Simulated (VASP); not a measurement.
Input of a VASP 6.6.1 run:

File INCAR:

```
ALGO = Normal
EDIFF = 1E-6
ENCUT = 520
GGA = CA
ISIF = 2
ISMEAR = -1
LASPH = True
LCHARG = True
LELF = True
LREAL = False
LVHAR = True
LWAVE = False
NBANDS = 48
NELM = 60
PREC = Accurate
SIGMA = 0.1
```

Contents of KPOINTS:

```
k-points
0
Gamma
  4 4 4
```

POSCAR

```
GeOs3
1.0
    5.3271592400      0.0000000000      0.0000000000
    0.0000000000      4.2826378300      0.0000000000
    0.0000000000      0.0000000000      4.5066773400
Ge Os
2 6
Direct
    0.0000000000      0.0000000000      0.3300000000
    0.5000000000      0.5000000000      0.6700000000
    0.2500000000      0.0000000000      0.8330000000
    0.7500000000      0.0000000000      0.8330000000
    0.7500000000      0.5000000000      0.1670000000
    0.2500000000      0.5000000000      0.1670000000
    0.0000000000      0.5000000000      0.6700000000
    0.5000000000      0.0000000000      0.3300000000
```

Potentials or basis: VASP PAW LDA potentials, release 64 (Ge_d, Os).

The run is started by

```sh
$ cat potpaw_LDA.64/Ge_d/POTCAR potpaw_LDA.64/Os/POTCAR > POTCAR
$ mpirun -np 1 vasp_std > vasp.out
```

(1) Estimate the pressure.

(2) Estimate the largest force.

(3) What does it give for the band gap on the k mesh?

Results:

(1) 31.7 GPa.

(2) 0.850 eV/Å.

(3) zero (bands 38 and 39 overlap by 0.25 eV).

Caveat: the k points lie up to 0.37 Å⁻¹ apart; spin-orbit coupling is left out, which moves the levels of the heavy elements.
